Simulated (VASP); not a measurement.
# SrTiO3 (Pm-3m) in VASP: a series of runs, part 2 of 2

VASP 6.6.1.

### Step 3. Relaxation of cell and atoms, PBEsol

This run uses another cell than the first one, of 11.98 Å³/atom, 1.017 times its volume.

The input, INCAR:

```
SYSTEM = SrTiO3
PREC = Accurate
ENCUT = 600
EDIFF = 1E-6
ISMEAR = 0
SIGMA = 0.02
LREAL = .False.
LASPH = .True.
NELM = 100
ALGO = Normal
ISIF = 3
LWAVE = .False.
LCHARG = .False.
GGA = PS
IBRION = 2
NSW = 100
EDIFFG = -0.005
```

The input, KPOINTS:

```
regular mesh
0
Gamma
  8 8 8
  0 0 0
```

The input, POSCAR:

```
SrTiO3
1.0
    3.9127013100      0.0000000000      0.0000000000
    0.0000000000      3.9127013100      0.0000000000
    0.0000000000      0.0000000000      3.9127013100
Sr Ti O
1 1 3
Direct
    0.0000000000      0.0000000000      0.0000000000
    0.5000000000      0.5000000000      0.5000000000
    0.5000000000      0.0000000000      0.5000000000
    0.5000000000      0.5000000000      0.0000000000
    0.0000000000      0.5000000000      0.5000000000
```

Potentials or basis: VASP PAW PBE potentials, release 64 (Sr_sv, Ti_sv, O).

Started as:

```
cat potpaw_PBE.64/Sr_sv/POTCAR potpaw_PBE.64/Ti_sv/POTCAR potpaw_PBE.64/O/POTCAR > POTCAR
mpirun -np 1 vasp_std > vasp.out
```

OUTCAR:

```text
SYSTEM = SrTiO3
   PREC = Accurate
   ENCUT = 600
   EDIFF = 1E-6
   ISMEAR = 0
   LREAL = .False.
   LASPH = .True.
   NELM = 100
   ISIF = 3
   GGA = PS
   IBRION = 2
   NSW = 100
   EDIFFG = -0.005

 ion  position               nearest neighbor table
   1  0.000  0.000  0.000-   3 2.77   4 2.77   5 2.77   3 2.77   5 2.77   4 2.77   5 2.77   5 2.77
                             3 2.77   4 2.77   3 2.77   4 2.77   2 3.39   2 3.39   2 3.39   2 3.39
   2  0.500  0.500  0.500-   3 1.96   4 1.96   5 1.96   4 1.96   3 1.96   5 1.96   1 3.39   1 3.39
                             1 3.39   1 3.39   1 3.39   1 3.39   1 3.39   1 3.39
   3  0.500  0.000  0.500-   2 1.96   2 1.96   1 2.77   1 2.77   1 2.77   1 2.77
   4  0.500  0.500  0.000-   2 1.96   2 1.96   1 2.77   1 2.77   1 2.77   1 2.77
   5  0.000  0.500  0.500-   2 1.96   2 1.96   1 2.77   1 2.77   1 2.77   1 2.77

  LATTYP: Found a simple cubic cell.
 ALAT       =     3.9127013100
[... 270 lines left out ...]
  ---------------------------------------------------
  ext. energy  EPLUGINS =         0.00000000
  ---------------------------------------------------
  free energy    TOTEN  =       -42.02407717 eV

  energy without entropy =      -42.02407717  energy(sigma->0) =      -42.02407717

 E-fermi :   4.2727     XC(G=0): -11.5814

 val. band max:        4.0884703754   @ k =   0.5000   0.5000   0.5000
 cond. band min:       5.9042433731   @ k =   0.0000   0.0000   0.0000
 fundamental gap:      1.8157729977
 Fermi energy:         4.2726797035

 k-point     1 :       0.0000    0.0000    0.0000
  band No.  band energies     occupation
      1     -52.0794      2.00000
      2     -28.5316      2.00000
      3     -28.4471      2.00000
      4     -28.4471      2.00000
      5     -28.4471      2.00000
      6     -13.2997      2.00000
[... 637 lines left out ...]
     23       8.2733      0.00000
     24       9.9445      0.00000

 [... further k-points ...]
[... 5 lines left out ...]
  --------------------------------------------------------------------------------------
  -------------------------------------------------------------------------------------
  Total       -0.0059448     -0.0059448     -0.0059448      0.0000000      0.0000000     -0.0000000
  in kB       -0.1612142     -0.1612142     -0.1612142      0.0000000      0.0000000     -0.0000000
  external PRESSURE =      -0.1612142 kB  Pullay stress =       0.0000000 kB
[... 20 lines left out ...]
  FREE ENERGIE OF THE ION-ELECTRON SYSTEM (eV)
  ---------------------------------------------------
  free  energy   TOTEN  =       -42.0240771671 eV

  energy  without entropy=      -42.0240771671  energy(sigma->0) =      -42.02407717

 reached required accuracy - stopping structural energy minimisation
```

OSZICAR:

```text
N       E                     dE             d eps       ncg     rms          rms(c)
DAV:   1     0.483462632632E+03    0.48346E+03   -0.23726E+04  1680   0.205E+03
DAV:   2     0.688890439973E+01   -0.47657E+03   -0.46885E+03  1896   0.529E+02
DAV:   3    -0.490886407313E+02   -0.55978E+02   -0.54693E+02  2424   0.163E+02
[... 31 lines left out ...]
DAV:   5    -0.420236350820E+02   -0.24659E-03   -0.94549E-04  2856   0.300E-01    0.227E-01
DAV:   6    -0.420239631005E+02   -0.32802E-03   -0.62576E-04  2272   0.144E-01    0.926E-02
DAV:   7    -0.420240712435E+02   -0.10814E-03   -0.29030E-04  2848   0.935E-02    0.201E-02
DAV:   8    -0.420240765514E+02   -0.53079E-05   -0.11742E-05  1960   0.257E-02    0.748E-03
DAV:   9    -0.420240771671E+02   -0.61566E-06   -0.88367E-06  2440   0.214E-02
   3 F= -.42024077E+02 E0= -.42024077E+02  d E =-.649023E-02
```

It used 290 s of CPU time on 1 thread of AMD EPYC 7R13 Processor (Zen 3), with other jobs on the host.

Results:

```
Free energy                            : -42.0241 eV
Relaxed volume                         : 11.82 Å³/atom
Relaxed cell                           : a = 3.895 Å, b = 3.895 Å, c = 3.895 Å, α = 90.00°, β = 90.00°, γ = 90.00°
Space group after relaxing (to 0.05 Å) : Pm-3m (No. 221)
Energy gained by relaxing              : 1.3 meV/atom
Ionic steps                            : 3
Pressure after relaxing                : 0.0 GPa
Band gap on the k mesh                 : 1.82 eV, indirect (least direct gap 2.17 eV)
```

Step by step:
| step | energy change (eV) | largest force (eV/Å) | pressure (GPa) | volume (Å³) |
| --- | --- | --- | --- | --- |
| 1 | 0.0000 | 0.0000 | -2.53 | 59.90 |
| 2 | -0.0001 | 0.0000 | 2.58 | 58.28 |
| 3 | -0.0065 | 0.0000 | -0.02 | 59.08 |

Final structure:
```cif
data_structure
_symmetry_space_group_name_H-M 'P 1'
_symmetry_Int_Tables_number 1
_cell_length_a 3.8948
_cell_length_b 3.8948
_cell_length_c 3.8948
_cell_angle_alpha 90.000
_cell_angle_beta 90.000
_cell_angle_gamma 90.000
_cell_volume 59.08
loop_
_atom_site_label
_atom_site_type_symbol
_atom_site_fract_x
_atom_site_fract_y
_atom_site_fract_z
_atom_site_occupancy
Sr1 Sr 0.00000 0.00000 0.00000 1
Ti1 Ti 0.50000 0.50000 0.50000 1
O1 O 0.50000 0.00000 0.50000 1
O2 O 0.50000 0.50000 0.00000 1
O3 O 0.00000 0.50000 0.50000 1
```

Levels at points of the mesh, in eV from the valence-band top:
```tsv
k point	band 17	band 18	band 19	band 20	band 21	band 22	band 23	band 24
(0.00, 0.00, 0.00)	-1.20	-0.35	-0.35	-0.35	1.82	1.82	1.82	4.39
(0.50, 0.00, 0.00)	-2.41	-2.06	-0.74	-0.74	2.00	3.82	3.82	4.41
(0.50, 0.50, 0.00)	-1.74	-1.60	-1.60	-0.10	3.83	3.83	4.28	5.38
(0.50, 0.50, 0.50)	-3.80	0.00	0.00	0.00	4.52	4.52	4.52	6.89
```

Caveat: the PAW data sets were made with another functional, which shifts forces and pressure a little.
